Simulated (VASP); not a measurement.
Here is a VASP 6.6.1 calculation.

The input INCAR:

```
SYSTEM = BaBe5H10
PREC = Accurate ; ENCUT = 520
EDIFF = 1E-6 ; ISMEAR = 0
SIGMA = 0.02 ; LREAL = Auto
LASPH = .TRUE. ; NELM = 80
ALGO = Normal ; ISIF = 2
LWAVE = .FALSE. ; LCHARG = .FALSE.
GGA = PE ; NBANDS = 29
```

Contents of KPOINTS:

```
regular mesh
0
G
  6 6 4
  0 0 0
```

The input POSCAR:

```
BaBe5H10
1.0
    4.4622353000      0.0000000000      0.0000000000
    0.0000000000      4.9426749000      0.0000000000
   -1.5050163000      0.0000000000      6.6332532000
Ba Be H
1 5 10
Direct
    0.9048890000      0.5000000000      0.6228560000
    0.4773930000      0.0000000000      0.2845330000
    0.5459590000      0.7636740000      0.0071740000
    0.5459590000      0.2363260000      0.0071740000
    0.3765430000      0.0000000000      0.6819930000
    0.0685330000      0.0000000000      0.0409980000
    0.6255580000      0.7506230000      0.2507080000
    0.6255580000      0.2493770000      0.2507080000
    0.5474720000      0.0000000000      0.5115560000
    0.1456020000      0.0000000000      0.2557030000
    0.3809090000      0.5000000000      0.9949710000
    0.4678110000      0.7324880000      0.7521060000
    0.8800470000      0.7566290000      0.9888310000
    0.4678110000      0.2675120000      0.7521060000
    0.8800470000      0.2433710000      0.9888310000
    0.0599190000      0.0000000000      0.6097510000
```

Potentials or basis: VASP PAW PBE potentials, release 64 (Ba_sv, Be, H).

The run is started by

```bash
$ cat potpaw_PBE.64/Ba_sv/POTCAR potpaw_PBE.64/Be/POTCAR potpaw_PBE.64/H/POTCAR > POTCAR
$ mpirun -np 1 vasp_std > vasp.out
```

(1) Predict the largest force.

(2) Estimate the pressure.

## Answers

(1) 0.051 eV/Å.

(2) 0.2 GPa.
